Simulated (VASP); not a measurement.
Here is a VASP 6.6.1 calculation.

INCAR

```
SYSTEM = MnF2
ALGO = Normal
EDIFF = 1E-7
ENCUT = 520
GGA = PS
ISIF = 2
ISMEAR = 0
ISPIN = 2
LASPH = .True.
LCHARG = .True.
LELF = .True.
LMAXMIX = 4
LORBIT = 11
LREAL = .False.
LVHAR = .True.
LWAVE = .False.
MAGMOM = 4.59 4.59 0.11 0.11 0.11 0.11
NBANDS = 40
NELM = 150
PREC = Accurate
SIGMA = 0.02
```

Contents of KPOINTS:

```
k-points
0
Gamma
  6 6 8
  0 0 0
```

File POSCAR:

```
MnF2
1.0
    4.6731370296      0.0000000000      0.0000000000
    0.0000000000      4.6731370296      0.0000000000
    0.0000000000      0.0000000000      3.2556478273
Mn F
2 4
Direct
    0.0000000000      0.0000000000      0.0000000000
    0.5000000000      0.5000000000      0.5000000000
    0.3048539207      0.3048539207      0.0000000000
    0.1951460793      0.8048539207      0.5000000000
    0.6951460793      0.6951460793      0.0000000000
    0.8048539207      0.1951460793      0.5000000000
```

Potentials or basis: VASP PAW PBE potentials, release 64 (Mn_pv, F).

Run with:

```console
$ cat potpaw_PBE.64/Mn_pv/POTCAR potpaw_PBE.64/F/POTCAR > POTCAR
$ mpirun -np 1 vasp_std > vasp.out
```

Task: Predict the site moments.

Result: Mn +4.56; F +0.10 μB.

Task: Estimate the largest force.

Result: 0.011 eV/Å.

Task: What does it give for the band gap on the k mesh?

Result: 0.70 eV.

Forces on the atoms (eV/Å):
```
Mn   0.000  0.000  0.000
Mn   0.000  0.000  0.000
F    0.008  0.008  0.000
F   -0.008  0.008  0.000
F   -0.008 -0.008  0.000
F    0.008 -0.008  0.000
```

Caveat: the PAW data sets were made with another functional, which shifts forces and pressure a little; the run started ferromagnetic, and an antiferromagnetic order may lie lower in energy. A k mesh can miss the band edges.
